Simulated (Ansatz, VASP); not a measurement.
# One calculation of AlN, two programs

The input POSCAR:

```
AlN
1.0
    3.1130000000      0.0000000000      0.0000000000
   -1.5565000000      2.6959370820      0.0000000000
    0.0000000000      0.0000000000      4.9810000000
Al N
2 2
Direct
    0.3333333333      0.6666666667      0.0000000000
    0.6666666667      0.3333333333      0.5000000000
    0.3333333333      0.6666666667      0.3800000000
    0.6666666667      0.3333333333      0.8800000000
```

Contents of INCAR.step1:

```
  PREC = Accurate
  ENCUT = 600
  ISMEAR = -1
  SIGMA = 0.1
  LREAL = F
  LASPH = T
  NELM = 100
  GGA = PE
  ALGO = Normal
  EDIFF = 1E-4
  LWAVE = T
  LCHARG = F
```

INCAR.step2

```
  PREC = Accurate
  ENCUT = 600
  EDIFF = 1E-7
  ISMEAR = -1
  SIGMA = 0.1
  LREAL = F
  LASPH = T
  NELM = 100
  ALGO = Normal
  ISIF = 3
  LWAVE = F
  LCHARG = F
  METAGGA = R2SCAN
  LMIXTAU = T
  IBRION = 2
  NSW = 100
  EDIFFG = -0.002
  ISTART = 1
```

KPOINTS

```
regular mesh
0
Gamma
  16 16 8
```

Input for Ansatz:

```yaml
crystal:
  lattice:
    - [3.11300000001, 0.0, 0.0]
    - [-1.5565, 2.69593708199, 0.0]
    - [0.0, 0.0, 4.981]
  atoms:
    - { symbol: Al, position: [0.333333333333, 0.666666666667, 0.0] }
    - { symbol: Al, position: [0.666666666667, 0.333333333333, 0.5] }
    - { symbol: "N", position: [0.333333333333, 0.666666666667, 0.38] }
    - { symbol: "N", position: [0.666666666667, 0.333333333333, 0.88] }
kpoints:
  mp_grid: { grid: [16, 16, 8] }
scf:
  occupations: { method: fermi_dirac, width: 0.1 }
hamiltonian:
  xc: r2scan
  pseudopotentials: { kind: paw }
relax:
  f_tol: 0.002
  max_steps: 80
  cell: {}
output:
  forces: true
  stress: true
```

Alike in both runs: task relaxation of cell and atoms; functional r2SCAN; k mesh 16 × 16 × 8; occupations fermi-dirac, width 0.1 eV; no spin polarisation.

|  | VASP | Ansatz |
| --- | --- | --- |
| version | VASP 6.6.1 | Ansatz 0.2.0 |
| potentials or method | VASP PAW PBE potentials, release 64 (Al, N) | PAW with Ansatz's default frozen-core files, scalar-relativistic |
| plane-wave cutoff (eV) | 600 | 500 |
| valence electrons in the cell | 16 | 16 |

|  | VASP | Ansatz | Ansatz less VASP |
| --- | --- | --- | --- |
| relaxed volume (Å³/atom) | 10.39 | 10.40 | +0.015 |
| relaxed length of the cell vector where the two differ most in proportion (Å) | 4.976 | 4.979 | +0.0026 |

VASP's potentials were made for PBE, not for r2SCAN.
